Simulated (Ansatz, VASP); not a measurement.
TaPtSe4 in VASP and in Ansatz

```xyz
6
Lattice="0.0000 3.8684 3.8684 3.8684 0.0000 3.8684 3.8684 3.8684 0.0000" Properties=species:S:1:pos:R:3 pbc="T T T"
Ta    5.8026    5.8026    5.8026
Pt    0.0000    0.0000    0.0000
Se    4.8352    4.8352    2.9016
Se    2.9016    4.8352    4.8352
Se    2.9016    2.9016    2.9016
Se    4.8352    2.9016    4.8352
```

Change from the starting cell: species swapped into the HoCu4Au type (F-43m, No. 216).

Alike in both runs: functional PBE; k mesh 8 × 8 × 8; occupations gaussian, width 0.1 eV; no spin polarisation.

Ansatz relaxed the structure, and its values are those at the end. VASP's run is a single point on that final structure, the one shown.

|  | VASP | Ansatz |
| --- | --- | --- |
| version | VASP 6.6.1 | Ansatz 0.2.0 |
| potentials or method | VASP PAW PBE potentials, release 64 (Ta_pv, Pt, Se), cutoff 520 eV | scalar-relativistic, plane waves, PAW |
| valence electrons in the cell | 45 | 95 |

|  | VASP | Ansatz | Ansatz less VASP |
| --- | --- | --- | --- |
| gap on the k mesh at the Fermi level (eV) | none | none | - |
| pressure (GPa) | 0.0 | 0.0 | -0.03 |

A gap of «none» marks a metal or a gap that the smearing closes. VASP's potentials hold 45 valence electrons a cell and Ansatz's 95, so a difference there can come from the potentials and not from the codes.

Neither program's run includes spin-orbit coupling.
